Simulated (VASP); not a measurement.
# Ti2H (Pn-3m) in VASP: notebook, part 2 of 2

VASP 6.6.1. The steps go on from the part before.

### 3 Single point, PBEsol

This run uses another cell than the first one, of 14.12 Å³/atom, 1.037 times its volume.

The input, INCAR:

```
SYSTEM = Ti2H
PREC = Accurate
ENCUT = 520
EDIFF = 1E-7
ISMEAR = -1
SIGMA = 0.1
LREAL = .FALSE.
LASPH = .TRUE.
NELM = 100
ALGO = Normal
ISIF = 2
LWAVE = .FALSE.
LCHARG = .TRUE.
GGA = PS
LELF = .TRUE.
LVHAR = .TRUE.
NBANDS = 34
```

The input, KPOINTS:

```
regular mesh
0
G
  6 6 6
  0 0 0
```

The input, POSCAR:

```
Ti2H
1.0
    4.3920181726      0.0000000000      0.0000000000
    0.0000000000      4.3920181726      0.0000000000
    0.0000000000      0.0000000000      4.3920181726
Ti H
4 2
Direct
    0.2500000000      0.7500000000      0.2500000000
    0.7500000000      0.2500000000      0.2500000000
    0.2500000000      0.2500000000      0.7500000000
    0.7500000000      0.7500000000      0.7500000000
    0.0000000000      0.0000000000      0.0000000000
    0.5000000000      0.5000000000      0.5000000000
```

Potentials or basis: VASP PAW PBE potentials, release 64 (Ti_sv, H).

Launch:

```sh
cat potpaw_PBE.64/Ti_sv/POTCAR potpaw_PBE.64/H/POTCAR > POTCAR
mpirun -np 1 vasp_std > vasp.out
```

OUTCAR:

```text
SYSTEM = Ti2H
   PREC = Accurate
   ENCUT = 520
   EDIFF = 1E-7
   ISMEAR = -1
   LREAL = .FALSE.
   LASPH = .TRUE.
   NELM = 100
   ISIF = 2
   GGA = PS

 ion  position               nearest neighbor table
   1  0.250  0.750  0.250-   5 1.90   6 1.90
   2  0.750  0.250  0.250-   5 1.90   6 1.90
   3  0.250  0.250  0.750-   5 1.90   6 1.90
   4  0.750  0.750  0.750-   5 1.90   6 1.90
   5  0.000  0.000  0.000-   1 1.90   2 1.90   3 1.90   4 1.90
   6  0.500  0.500  0.500-   1 1.90   2 1.90   3 1.90   4 1.90

  LATTYP: Found a simple cubic cell.
 ALAT       =     4.3920181726

  Lattice vectors:

 A1 = (   4.3920181726,   0.0000000000,   0.0000000000)
 A2 = (   0.0000000000,   4.3920181726,   0.0000000000)
 A3 = (   0.0000000000,   0.0000000000,   4.3920181726)

Analysis of symmetry for initial positions (statically):
=====================================================================
 Subroutine PRICEL returns:
 Original cell was already a primitive cell.

 Routine SETGRP: Setting up the symmetry group for a
 simple cubic supercell.

 Subroutine GETGRP returns: Found 48 space group operations
 (whereof 24 operations were pure point group operations)
 out of a pool of 48 trial point group operations.

The static configuration has the point symmetry T_d .
 The point group associated with its full space group is O_h .

Analysis of symmetry for dynamics (positions and initial velocities):
=====================================================================
 Subroutine PRICEL returns:
 Original cell was already a primitive cell.

 Routine SETGRP: Setting up the symmetry group for a
 simple cubic supercell.

 Subroutine GETGRP returns: Found 48 space group operations
 (whereof 24 operations were pure point group operations)
 out of a pool of 48 trial point group operations.

The dynamic configuration has the point symmetry T_d .
 The point group associated with its full space group is O_h .

 Subroutine INISYM returns: Found 48 space group operations
 (whereof 24 operations are pure point group operations),
 and found     1 'primitive' translations

----------------------------------------------------------------------------------------

                                     Primitive cell

  volume of cell :      84.7213

  direct lattice vectors                    reciprocal lattice vectors
     4.392018173  0.000000000  0.000000000     0.227685761  0.000000000  0.000000000
     0.000000000  4.392018173  0.000000000     0.000000000  0.227685761  0.000000000
     0.000000000  0.000000000  4.392018173     0.000000000  0.000000000  0.227685761

  length of vectors
     4.392018173  4.392018173  4.392018173     0.227685761  0.227685761  0.227685761

  position of ions in fractional coordinates (direct lattice)
     0.250000000  0.750000000  0.250000000
     0.750000000  0.250000000  0.250000000
     0.250000000  0.250000000  0.750000000
     0.750000000  0.750000000  0.750000000
     0.000000000  0.000000000  0.000000000
     0.500000000  0.500000000  0.500000000

  ion indices of the primitive-cell ions
   primitive index   ion index
                 1           1
                 2           2
[... 28 lines left out ...]

 Found     20 irreducible k-points:

 Following reciprocal coordinates:
            Coordinates               Weight
  0.000000  0.000000  0.000000      1.000000
  0.166667  0.000000  0.000000      6.000000
  0.333333  0.000000  0.000000      6.000000
  0.500000  0.000000  0.000000      3.000000
  0.166667  0.166667  0.000000     12.000000
  0.333333  0.166667  0.000000     24.000000
[... 12 lines left out ...]
  0.500000  0.500000  0.333333      6.000000
  0.500000  0.500000  0.500000      1.000000
   k-points           NKPTS =     20   k-points in BZ     NKDIM =     20   number of bands    NBANDS=     34
   number of dos      NEDOS =    301   number of ions     NIONS =      6
   total plane-waves  NPLWV =  46656
   dimension x,y,z NGX =    36 NGY =   36 NGZ =   36
   dimension x,y,z NGXF=    72 NGYF=   72 NGZF=   72
   ions per type =               4   2
   NGX,Y,Z   is equivalent  to a cutoff of  13.63, 13.63, 13.63 a.u.
   NGXF,Y,Z  is equivalent  to a cutoff of  27.25, 27.25, 27.25 a.u.
 SYSTEM =  Ti2H
   PREC   = accura    normal or accurate (medium, high low for compatibility)
   ISTART =      0    job   : 0-new  1-cont  2-samecut
   ICHARG =      2    charge: 1-file 2-atom 10-const
   ISPIN  =      1    spin polarized calculation?
   LNONCOLLINEAR =      F non collinear calculations
   LSORBIT =      F    spin-orbit coupling
   LASPH  =      T    aspherical Exc in radial PAW
   ENCUT  =  520.0 eV  38.22 Ry    6.18 a.u.   8.17  8.17  8.17*2*pi/ulx,y,z
   NELM   =    100;   NELMIN=  2; NELMDL= -5     # of ELM steps
   EDIFF  = 0.1E-06   stopping-criterion for ELM
   LREAL  =      F    real-space projection
   EDIFFG = 0.1E-05   stopping-criterion for IOM
   NSW    =      0    number of steps for IOM
   IBRION =     -1    ionic relax: 0-MD 1-quasi-New 2-CG
   NFREE  =      0    steps in history (QN), initial steepest desc. (CG)
   ISIF   =      2    stress and relaxation
   ISYM   =      2    0-nonsym 1-usesym 2-fastsym
   POTIM  = 0.5000    time-step for ionic-motion
   TEBEG  =    0.0;   TEEND  =   0.0 temperature during run
   PSTRESS=    0.0 pullay stress
   NELECT =      50.0000    total number of electrons
   NUPDOWN=      -1.0000    fix difference up-down
   EMIN   =  10.00;   EMAX   =-10.00  energy-range for DOS
   EFERMI =   0.00;   METHOD = LEGACY
   ISMEAR =    -1;   SIGMA  =   0.10  broadening in eV -4-tet -1-fermi 0-gaus
   EFERMI_NEDOS =   21; number of points for ismear=-14 and -15
   IALGO  =     38    algorithm
   IMIX   =      4    mixing-type and parameters
     AMIX     =   0.40;   BMIX     =  1.00
     AMIX_MAG =   1.60;   BMIX_MAG =  1.00
  volume/ion in A,a.u.               =      14.12        95.29
  Fermi-wavevector in a.u.,A,eV,Ry     =   1.373201  2.594973 25.656239  1.885680
  Thomas-Fermi vector in A             =   2.498739
   LORBIT       =      0    0 simple, 1 ext, 2 COOP (PROOUT), +10 PAW based schemes
   GGA     = PS    functional components
   LHFCALC =     F    Hartree Fock is set to
   AEXX    =    0.0000 exact exchange contribution
   IVDW    =     0    specifies the selected vdW correction
   LEPSILON=     F    determine dielectric tensor
   LRPA    =     F    only Hartree local field effects (RPA)
 non-spin polarized calculation
  energy-cutoff  :      520.00
  volume of cell :       84.72
 maximum number of plane-waves:      2301
 NGX is ok and might be reduce to    36
   NGX = 17   NGY = 17   NGZ = 17

 number of electron      50.0000013 magnetization

 Free energy of the ion-electron system (eV)
  ---------------------------------------------------
  ext. energy  EPLUGINS =         0.00000000
  ---------------------------------------------------
  free energy    TOTEN  =       -40.89230095 eV

  energy without entropy =      -40.67312388  energy(sigma->0) =      -40.78271241

 E-fermi :   6.4945     XC(G=0): -11.0042

 val. band max:        6.4936717359   @ k =   0.3333   0.1667   0.0000
 cond. band min:       6.4985437365   @ k =   0.5000   0.3333   0.3333
 fundamental gap:      0.0048720006
 Fermi energy:         6.4944722205

 k-point     1 :       0.0000    0.0000    0.0000
  band No.  band energies     occupation
      1     -50.3669      2.00000
      2     -50.2925      2.00000
      3     -50.2925      2.00000
      4     -50.2925      2.00000
      5     -26.9412      2.00000
      6     -26.7913      2.00000
[... 729 lines left out ...]
     33       9.1259      0.00000
     34       9.1621      0.00000

------------------------ aborting loop because EDIFF is reached ----------------------------------------

  FORCE on cell =-STRESS in cart. coord.  units (eV):
  Direction    XX          YY          ZZ          XY          YZ          ZX
  --------------------------------------------------------------------------------------
  -------------------------------------------------------------------------------------
  Total       -7.2710409     -7.2710409     -7.2710409     -0.0000000      0.0000000     -0.0000000
  in kB     -137.5038263   -137.5038263   -137.5038263     -0.0000000      0.0000000     -0.0000000
  external PRESSURE =    -137.5038263 kB  Pullay stress =       0.0000000 kB

 VOLUME and BASIS-vectors are now :
 -----------------------------------------------------------------------------
  energy-cutoff  :      520.00
  volume of cell :       84.72
      direct lattice vectors                 reciprocal lattice vectors
     4.392018173  0.000000000  0.000000000     0.227685761  0.000000000  0.000000000
     0.000000000  4.392018173  0.000000000     0.000000000  0.227685761  0.000000000
     0.000000000  0.000000000  4.392018173     0.000000000  0.000000000  0.227685761

 POSITION                                       TOTAL-FORCE (eV/Angst)
 -----------------------------------------------------------------------------------
      1.09800      3.29401      1.09800        -0.000000      0.000000     -0.000000
      3.29401      1.09800      1.09800         0.000000      0.000000      0.000000
      1.09800      1.09800      3.29401         0.000000     -0.000000      0.000000
      3.29401      3.29401      3.29401        -0.000000      0.000000     -0.000000
      0.00000      0.00000      0.00000        -0.000000     -0.000000     -0.000000
      2.19601      2.19601      2.19601        -0.000000     -0.000000     -0.000000
 -----------------------------------------------------------------------------------
    total drift:                                0.000000     -0.000000      0.000000

  FREE ENERGIE OF THE ION-ELECTRON SYSTEM (eV)
  ---------------------------------------------------
  free  energy   TOTEN  =       -40.8923009469 eV

  energy  without entropy=      -40.6731238788  energy(sigma->0) =      -40.78271241
```

It took 44 s on 1 thread of Intel Xeon Platinum 8488C (Sapphire Rapids), shared host; peak memory 0.21 GiB.

Results:

| Item | Value |
| --- | --- |
| Free energy | -40.8923 eV |
| Pressure | -13.8 GPa |
| Band gap on the k mesh | zero (band 25 reaches 7.01 eV, above the bottom of band 26 at 6.10 eV) |

Levels at points of the mesh, in eV from the Fermi level:
```tsv
k point	band 23	band 24	band 25	band 26	band 27	band 28
(0.00, 0.00, 0.00)	-1.29	-1.29	0.52	0.52	0.52	1.89
(0.50, 0.00, 0.00)	-0.44	-0.44	-0.34	-0.34	0.79	0.79
(0.50, 0.50, 0.00)	-0.33	-0.33	-0.19	-0.19	-0.01	-0.01
(0.50, 0.50, 0.50)	0.12	0.12	0.30	0.30	0.30	0.53
```

Caveat: the PAW data sets were made with another functional, which shifts forces and pressure a little.
